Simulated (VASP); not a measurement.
Zn: single point with PBE

Crystal: Zn.

```
CELL_PARAMETERS angstrom
2.26817 -1.30849 0.00000
2.26817 1.30849 0.00000
-1.59172 0.00000 7.30041
ATOMIC_POSITIONS crystal
Zn 0.82500 0.28200 0.53900
Zn 0.04698 0.50398 0.20450
Zn 0.60302 0.06002 0.87350
```

```yaml
Program: VASP 6.6.1
Task: single point
Functional: PBE
Potentials_or_basis: VASP PAW PBE potentials, release 64 (Zn)
Cutoff: 500 eV
k_mesh: 9 × 9 × 3
Occupations: gaussian, width 0.1 eV
Spin: no spin polarisation
Dipole_correction: no
Further_INCAR_settings: ALGO = Normal; EDIFF = 1e-06; NBANDS = 25
```

```json
{"Pressure": "4.9 GPa", "Largest force": "0.018 eV/Å", "Band gap on the k mesh": "zero (band 18 reaches 4.07 eV, above the bottom of band 19 at 1.26 eV)"}
```

Forces in eV/Å, atoms in the order of the input:
```
Zn   0.000  0.000  0.000
Zn   0.014  0.000  0.012
Zn  -0.014  0.000 -0.012
```

Stress tensor (GPa, compression positive):
```
 5.11  0.00 -0.79
 0.00  3.10  0.00
-0.79  0.00  6.40
```

Levels at points of the mesh, in eV from the Fermi level:
```csv
k point,band 14,band 15,band 16,band 17,band 18,band 19,band 20,band 21,band 22,band 23
"(0.00, 0.00, 0.00)",-7.40,-7.39,-7.38,-7.19,-7.16,1.49,1.54,13.87,17.61,18.43
```

Run time: 95 s on 1 thread of Intel Xeon 8259CL (shared host), peak memory 0.19 GiB.
